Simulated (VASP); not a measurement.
# SiC (P6_3/mmc) in VASP: a series of runs

SiC is run at these levels: r2SCAN, PBE; tasks: single point.

Everything below comes from runs of VASP 6.6.1. Logs are shortened: lines on timing, memory, paths and dates and some standing lists are left out, and cuts for length are marked.

## 1. The cell of the first run

Symmetry: P6_3/mmc, No. 194, hexagonal system. The conventional cell has a = 3.168 Å, b = 3.168 Å, c = 4.982 Å, α = 90.00°, β = 90.00°, γ = 120.00°. Si (site symmetry -6m2) has 3 C at 1.83 Å within 2.4 Å. C (site symmetry -6m2) has 3 Si at 1.83 Å within 2.4 Å.

## 2. Single point, r2SCAN (volume changed by +3%)

POSCAR reads:

```
SiC
1.0
    3.1683992684      0.0000000000      0.0000000000
   -1.5841996342      2.7439142558      0.0000000000
    0.0000000000      0.0000000000      4.9815654535
Si C
2 2
Direct
    0.3333333333      0.6666666667      0.2500000000
    0.6666666667      0.3333333333      0.7500000000
    0.6666666667      0.3333333333      0.2500000000
    0.3333333333      0.6666666667      0.7500000000
```

INCAR.step1 reads:

```
PREC = Accurate
ENCUT = 520
ISMEAR = -1
SIGMA = 0.02
LREAL = False
LASPH = True
NELM = 80
NBANDS = 16
GGA = PE
ALGO = Normal
EDIFF = 1E-4
LWAVE = True
LCHARG = False
```

INCAR.step2 reads:

```
PREC = Accurate
ENCUT = 520
EDIFF = 1E-6
ISMEAR = -1
SIGMA = 0.02
LREAL = False
LASPH = True
NELM = 80
ALGO = Normal
ISIF = 2
LWAVE = False
LCHARG = False
METAGGA = R2SCAN
LMIXTAU = True
NBANDS = 16
ISTART = 1
```

KPOINTS reads:

```
Automatic mesh
0
Gamma
  9 9 4
```

Potentials or basis: VASP PAW PBE potentials, release 64 (Si, C).

The run is started by

```console
$ cat potpaw_PBE.64/Si/POTCAR potpaw_PBE.64/C/POTCAR > POTCAR
$ cp INCAR.step1 INCAR
$ mpirun -np 1 vasp_std > vasp.out
$ cp INCAR.step2 INCAR
$ mpirun -np 1 vasp_std > vasp.out
```

OUTCAR:

```text
PREC = Accurate
   ENCUT = 520
   EDIFF = 1E-6
   ISMEAR = -1
   LREAL = False
   LASPH = True
   NELM = 80
   ISIF = 2
   METAGGA = R2SCAN
   ISTART = 1

 ion  position               nearest neighbor table
   1  0.333  0.667  0.250-   3 1.83   3 1.83   3 1.83   4 2.49   4 2.49   2 3.09   2 3.09   2 3.09
                             2 3.09   2 3.09   2 3.09
   2  0.667  0.333  0.750-   4 1.83   4 1.83   4 1.83   3 2.49   3 2.49   1 3.09   1 3.09   1 3.09
                             1 3.09   1 3.09   1 3.09
   3  0.667  0.333  0.250-   1 1.83   1 1.83   1 1.83   2 2.49   2 2.49
   4  0.333  0.667  0.750-   2 1.83   2 1.83   2 1.83   1 2.49   1 2.49

  LATTYP: Found a hexagonal cell.
 ALAT       =     3.1683992684
 C/A-ratio  =     1.5722656873

  Lattice vectors:

 A1 = (   3.1683992684,   0.0000000000,   0.0000000000)
 A2 = (  -1.5841996342,   2.7439142558,   0.0000000000)
 A3 = (   0.0000000000,   0.0000000000,   4.9815654535)

Analysis of symmetry for initial positions (statically):
=====================================================================
 Subroutine PRICEL returns:
 Original cell was already a primitive cell.

 Routine SETGRP: Setting up the symmetry group for a
 hexagonal supercell.

 Subroutine GETGRP returns: Found 24 space group operations
 (whereof 12 operations were pure point group operations)
 out of a pool of 24 trial point group operations.

The static configuration has the point symmetry D_3d.
 The point group associated with its full space group is D_6h.

Analysis of symmetry for dynamics (positions and initial velocities):
=====================================================================
 Subroutine PRICEL returns:
 Original cell was already a primitive cell.

 Routine SETGRP: Setting up the symmetry group for a
 hexagonal supercell.

 Subroutine GETGRP returns: Found 24 space group operations
 (whereof 12 operations were pure point group operations)
 out of a pool of 24 trial point group operations.

The dynamic configuration has the point symmetry D_3d.
 The point group associated with its full space group is D_6h.

 Subroutine INISYM returns: Found 24 space group operations
 (whereof 12 operations are pure point group operations),
 and found     1 'primitive' translations

----------------------------------------------------------------------------------------

                                     Primitive cell

  volume of cell :      43.3088

  direct lattice vectors                    reciprocal lattice vectors
     3.168399268  0.000000000  0.000000000     0.315616788  0.182221437  0.000000000
    -1.584199634  2.743914256  0.000000000     0.000000000  0.364442875  0.000000000
     0.000000000  0.000000000  4.981565454     0.000000000  0.000000000  0.200740111

  length of vectors
     3.168399268  3.168399268  4.981565454     0.364442875  0.364442875  0.200740111

  position of ions in fractional coordinates (direct lattice)
     0.333333333  0.666666667  0.250000000
     0.666666667  0.333333333  0.750000000
     0.666666667  0.333333333  0.250000000
     0.333333333  0.666666667  0.750000000

  ion indices of the primitive-cell ions
   primitive index   ion index
                 1           1
                 2           2
                 3           3
                 4           4

----------------------------------------------------------------------------------------

 KPOINTS: Automatic mesh

Automatic generation of k-mesh.
 Grid dimensions read from file:
 generate k-points for:    9    9    4

 Generating k-lattice:

  Cartesian coordinates                     Fractional coordinates (reciprocal lattice)
     0.035068532  0.020246826  0.000000000     0.111111111  0.000000000  0.000000000
     0.000000000  0.040493653  0.000000000     0.000000000  0.111111111  0.000000000
     0.000000000  0.000000000  0.050185028     0.000000000  0.000000000  0.250000000

  Length of vectors
     0.040493653  0.040493653  0.050185028

  Shift w.r.t. Gamma in fractional coordinates (k-lattice)
     0.000000000  0.000000000  0.000000000

 Subroutine IBZKPT returns following result:
 ===========================================

 Found     36 irreducible k-points:

 Following reciprocal coordinates:
            Coordinates               Weight
  0.000000  0.000000  0.000000      1.000000
  0.111111 -0.000000  0.000000      6.000000
  0.222222  0.000000  0.000000      6.000000
  0.333333 -0.000000  0.000000      6.000000
  0.444444  0.000000  0.000000      6.000000
  0.111111  0.111111  0.000000      6.000000
[... 16 lines left out ...]
  0.333333  0.222222  0.250000     24.000000
  0.333333  0.333333  0.250000      4.000000
 [... further k-points ...]
   k-points           NKPTS =     36   k-points in BZ     NKDIM =     36   number of bands    NBANDS=     16
   number of dos      NEDOS =    301   number of ions     NIONS =      4
   total plane-waves  NPLWV =  23040
   dimension x,y,z NGX =    24 NGY =   24 NGZ =   40
   dimension x,y,z NGXF=    48 NGYF=   48 NGZF=   80
   ions per type =               2   2
   NGX,Y,Z   is equivalent  to a cutoff of  12.59, 12.59, 13.35 a.u.
   NGXF,Y,Z  is equivalent  to a cutoff of  25.19, 25.19, 26.70 a.u.
 SYSTEM =  unknown system
   PREC   = accura    normal or accurate (medium, high low for compatibility)
   ISTART =      1    job   : 0-new  1-cont  2-samecut
   ICHARG =      0    charge: 1-file 2-atom 10-const
   ISPIN  =      1    spin polarized calculation?
   LNONCOLLINEAR =      F non collinear calculations
   LSORBIT =      F    spin-orbit coupling
   LASPH  =      T    aspherical Exc in radial PAW
   ENCUT  =  520.0 eV  38.22 Ry    6.18 a.u.   5.89  5.89  9.26*2*pi/ulx,y,z
   NELM   =     80;   NELMIN=  2; NELMDL=  0     # of ELM steps
   EDIFF  = 0.1E-05   stopping-criterion for ELM
   LREAL  =      F    real-space projection
   EDIFFG = 0.1E-04   stopping-criterion for IOM
   NSW    =      0    number of steps for IOM
   IBRION =     -1    ionic relax: 0-MD 1-quasi-New 2-CG
   NFREE  =      0    steps in history (QN), initial steepest desc. (CG)
   ISIF   =      2    stress and relaxation
   ISYM   =      2    0-nonsym 1-usesym 2-fastsym
   POTIM  = 0.5000    time-step for ionic-motion
   TEBEG  =    0.0;   TEEND  =   0.0 temperature during run
   PSTRESS=    0.0 pullay stress
   NELECT =      16.0000    total number of electrons
   NUPDOWN=      -1.0000    fix difference up-down
   EMIN   =  10.00;   EMAX   =-10.00  energy-range for DOS
   EFERMI =   0.00;   METHOD = LEGACY
   ISMEAR =    -1;   SIGMA  =   0.02  broadening in eV -4-tet -1-fermi 0-gaus
   EFERMI_NEDOS =   21; number of points for ismear=-14 and -15
   IALGO  =     38    algorithm
   IMIX   =      4    mixing-type and parameters
     AMIX     =   0.40;   BMIX     =  1.00
     AMIX_MAG =   1.60;   BMIX_MAG =  1.00
  volume/ion in A,a.u.               =      10.83        73.07
  Fermi-wavevector in a.u.,A,eV,Ry     =   1.174689  2.219839 18.774586  1.379893
  Thomas-Fermi vector in A             =   2.311081
   LORBIT       =      0    0 simple, 1 ext, 2 COOP (PROOUT), +10 PAW based schemes
   METAGGA = R2SCAN    functional components
   LHFCALC =     F    Hartree Fock is set to
   AEXX    =    0.0000 exact exchange contribution
   IVDW    =     0    specifies the selected vdW correction
   LEPSILON=     F    determine dielectric tensor
   LRPA    =     F    only Hartree local field effects (RPA)
 non-spin polarized calculation
  energy-cutoff  :      520.00
  volume of cell :       43.31
 maximum number of plane-waves:      1182
 NGX is ok and might be reduce to    24
   NGX = 11   NGY = 11   NGZ = 19

 number of electron      16.0000001 magnetization

 Free energy of the ion-electron system (eV)
  ---------------------------------------------------
  ext. energy  EPLUGINS =         0.00000000
  ---------------------------------------------------
  free energy    TOTEN  =       -36.66846350 eV

  energy without entropy =      -36.66837627  energy(sigma->0) =      -36.66841988

 E-fermi :  10.0212     XC(G=0): -11.7866

 val. band max:        9.9724000432   @ k =   0.0000   0.0000   0.0000
 cond. band min:      10.1072697773   @ k =   0.4444   0.0000   0.0000
 fundamental gap:      0.1348697341
 Fermi energy:        10.0212392274

 k-point     1 :       0.0000    0.0000    0.0000
  band No.  band energies     occupation
      1      -8.4324      2.00000
      2      -4.9799      2.00000
      3       0.0622      2.00000
      4       5.3131      2.00000
      5       5.3131      2.00000
      6       6.6252      2.00000
[... 8 lines left out ...]
     15      16.6159      0.00000
     16      18.3098      0.00000

 k-point     2 :       0.1111   -0.0000    0.0000
  band No.  band energies     occupation
      1      -8.2237      2.00000
      2      -4.8031      2.00000
      3       0.2745      2.00000
      4       4.2478      2.00000
      5       5.0068      2.00000
      6       5.9147      2.00000
[... 8 lines left out ...]
     15      16.6499      0.00000
     16      19.3462      0.00000

 k-point     3 :       0.2222    0.0000    0.0000
  band No.  band energies     occupation
      1      -7.6088      2.00000
      2      -4.3053      2.00000
      3       0.9004      2.00000
      4       2.1705      2.00000
      5       4.3088      2.00000
      6       4.3866      2.00000
[... 8 lines left out ...]
     15      18.2981      0.00000
     16      18.4263      0.00000

 k-point     4 :       0.3333   -0.0000    0.0000
  band No.  band energies     occupation
      1      -6.6362      2.00000
      2      -3.6631      2.00000
      3       0.1912      2.00000
      4       1.8899      2.00000
      5       2.5069      2.00000
      6       3.8323      2.00000
[... 8 lines left out ...]
     15      17.6763      0.00000
     16      18.9740      0.00000
[... 324 lines left out ...]
 k-point    22 :       0.2222    0.2222    0.2500
  band No.  band energies     occupation
      1      -5.7859      2.00000
      2      -3.9316      2.00000
      3       0.0341      2.00000
      4       1.4133      2.00000
      5       2.5074      2.00000
      6       3.7632      2.00000
[... 8 lines left out ...]
     15      16.9325      0.00000
     16      20.3153      0.00000

 k-point    23 :       0.3333    0.2222    0.2500
  band No.  band energies     occupation
      1      -4.7354      2.00000
      2      -3.6095      2.00000
      3      -0.5855      2.00000
      4       0.4070      2.00000
      5       1.6103      2.00000
      6       3.2213      2.00000
[... 8 lines left out ...]
     15      18.6432      0.00000
     16      20.4201      0.00000

 k-point    24 :       0.3333    0.3333    0.2500
  band No.  band energies     occupation
      1      -3.9279      2.00000
      2      -3.9279      2.00000
      3      -0.0335      2.00000
      4      -0.0335      2.00000
      5       0.7919      2.00000
      6       2.5589      2.00000
[... 8 lines left out ...]
     15      18.6204      0.00000
     16      20.0019      0.00000

 [... further k-points ...]
[... 5 lines left out ...]
  --------------------------------------------------------------------------------------
  -------------------------------------------------------------------------------------
  Total       -2.3018760     -2.3018760     -0.5982814      0.0000000     -0.0000000      0.0000000
  in kB      -85.1561900    -85.1561900    -22.1329769      0.0000000     -0.0000000      0.0000000
  external PRESSURE =     -64.1484523 kB  Pullay stress =       0.0000000 kB

 VOLUME and BASIS-vectors are now :
 -----------------------------------------------------------------------------
  energy-cutoff  :      520.00
  volume of cell :       43.31
      direct lattice vectors                 reciprocal lattice vectors
     3.168399268  0.000000000  0.000000000     0.315616788  0.182221437  0.000000000
    -1.584199634  2.743914256  0.000000000     0.000000000  0.364442875  0.000000000
     0.000000000  0.000000000  4.981565454     0.000000000  0.000000000  0.200740111

 POSITION                                       TOTAL-FORCE (eV/Angst)
 -----------------------------------------------------------------------------------
     -0.00000      1.82928      1.24539         0.000000     -0.000000      0.000000
      1.58420      0.91464      3.73617        -0.000000      0.000000      0.000000
      1.58420      0.91464      1.24539         0.000000     -0.000000      0.000000
     -0.00000      1.82928      3.73617         0.000000      0.000000      0.000000
 -----------------------------------------------------------------------------------
    total drift:                               -0.000000      0.000000      0.000000

  FREE ENERGIE OF THE ION-ELECTRON SYSTEM (eV)
  ---------------------------------------------------
  free  energy   TOTEN  =       -36.6684634965 eV

  energy  without entropy=      -36.6683762698  energy(sigma->0) =      -36.66841988
```

It took 42 s on 1 thread of Intel Xeon Platinum 8488C (Sapphire Rapids), shared host; peak memory 0.16 GiB.

What came out:

```yaml
Free_energy: -36.6685 eV
Pressure: -6.4 GPa
Band_gap_on_the_k_mesh: 0.13 eV, indirect (least direct gap 1.61 eV)
```

Caveat: the PAW data sets were made with another functional, which shifts forces and pressure a little.

## 3. Single point, r2SCAN (volume changed by +6%)

POSCAR reads:

```
SiC
1.0
    3.1988665150      0.0000000000      0.0000000000
   -1.5994332575      2.7702996653      0.0000000000
    0.0000000000      0.0000000000      5.0294680599
Si C
2 2
Direct
    0.3333333333      0.6666666667      0.2500000000
    0.6666666667      0.3333333333      0.7500000000
    0.6666666667      0.3333333333      0.2500000000
    0.3333333333      0.6666666667      0.7500000000
```

INCAR.step1 reads:

```
ALGO = Normal ; EDIFF = 1E-4
ENCUT = 520 ; GGA = PE
ISMEAR = -1 ; LASPH = T
LCHARG = F ; LREAL = F
LWAVE = T ; NBANDS = 16
NELM = 60 ; PREC = Accurate
SIGMA = 0.02
```

INCAR.step2 reads:

```
ALGO = Normal ; EDIFF = 1E-7
ENCUT = 520 ; ISIF = 2
ISMEAR = -1 ; ISTART = 1
LASPH = T ; LCHARG = F
LMIXTAU = T ; LREAL = F
LWAVE = F ; METAGGA = R2SCAN
NBANDS = 16 ; NELM = 60
PREC = Accurate ; SIGMA = 0.02
```

KPOINTS reads:

```
k-points
0
Gamma
  9 9 4
```

Potentials or basis: VASP PAW PBE potentials, release 64 (Si, C).

The run is started by

```console
$ cat potpaw_PBE.64/Si/POTCAR potpaw_PBE.64/C/POTCAR > POTCAR
$ cp INCAR.step1 INCAR
$ mpirun -np 1 vasp_std > vasp.out
$ cp INCAR.step2 INCAR
$ mpirun -np 1 vasp_std > vasp.out
```

Wall time 45 s (1 thread of Intel Xeon Platinum 8488C (Sapphire Rapids), shared host); peak memory 0.17 GiB.

Results (log left out):

```yaml
Free_energy: -36.5968 eV
Pressure: -11.7 GPa
Band_gap_on_the_k_mesh: 0.09 eV, indirect (least direct gap 1.36 eV)
```

Stress tensor (GPa, compression positive):
```
-15.51   0.00   0.00
  0.00 -15.51   0.00
  0.00   0.00  -4.21
```

Levels at points of the mesh, in eV from the valence-band top:
| k point | band 5 | band 6 | band 7 | band 8 | band 9 | band 10 | band 11 | band 12 |
| --- | --- | --- | --- | --- | --- | --- | --- | --- |
| (0.00, 0.00, 0.00) | -4.58 | -3.30 | -3.30 | 0.00 | 1.36 | 3.40 | 4.04 | 4.04 |
| (0.00, 0.00, 0.50) | -3.98 | -3.98 | -3.98 | -3.98 | 2.72 | 2.72 | 4.64 | 4.64 |

Caveat: the PAW data sets were made with another functional, which shifts forces and pressure a little. A k mesh can miss the band edges.

[end of part 1 of 2]
